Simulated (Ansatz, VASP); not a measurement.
# One calculation of MgO, two programs

Contents of INCAR:

```
SYSTEM = MgO
PREC = Accurate ; ENCUT = 600
EDIFF = 1E-6 ; ISMEAR = -5
SIGMA = 0.1 ; LREAL = .False.
LASPH = .True. ; NELM = 120
ALGO = Normal ; ISIF = 2
LWAVE = .False. ; LCHARG = .False.
GGA = PE ; NBANDS = 11
GGA_COMPAT = .False.
```

File KPOINTS:

```
regular mesh
0
Gamma
  8 8 8
  0 0 0
```

POSCAR

```
MgO
1.0
    0.0000000000      2.1110000000      2.1110000000
    2.1110000000      0.0000000000      2.1110000000
    2.1110000000      2.1110000000      0.0000000000
Mg O
1 1
Direct
    0.0000000000      0.0000000000      0.0000000000
    0.5000000000      0.5000000000      0.5000000000
```

Input for Ansatz:

```yaml
crystal:
  lattice:
    - [0.0, 2.111, 2.111]
    - [2.111, 0.0, 2.111]
    - [2.111, 2.111, 0.0]
  atoms:
    - { symbol: Mg, position: [0.0, 0.0, 0.0] }
    - { symbol: O, position: [0.5, 0.5, 0.5] }
hamiltonian:
  xc: pbe
  pseudopotentials: { kind: paw }
basis:
  ecutwfc: 420
kpoints:
  mp_grid: { grid: [8, 8, 8] }
scf:
  occupations: { method: tetrahedron }
  lower_state_search: "off"
  max_iter: 50
output:
  forces: true
  stress: true
```

Alike in both runs: task single point; functional PBE; k mesh 8 × 8 × 8; occupations tetrahedron; no spin polarisation.

```csv
,VASP,Ansatz
version,VASP 6.6.1,Ansatz 0.2.0
potentials or method,"VASP PAW PBE potentials, release 64 (Mg, O), cutoff 600 eV","PAW, plane waves, scalar-relativistic"
valence electrons in the cell,8,16
```

|  | VASP | Ansatz | Ansatz less VASP |
| --- | --- | --- | --- |
| gap on the k mesh at the Fermi level (eV) | 4.66 | 4.67 | +0.015 |
| pressure (GPa) | 2.5 | 3.5 | +0.98 |

VASP's potentials hold 8 valence electrons a cell and Ansatz's 16, so a difference there can come from the potentials and not from the codes. Ansatz's warnings: band table not solved further, tetrahedron derivatives may miss energy slope.
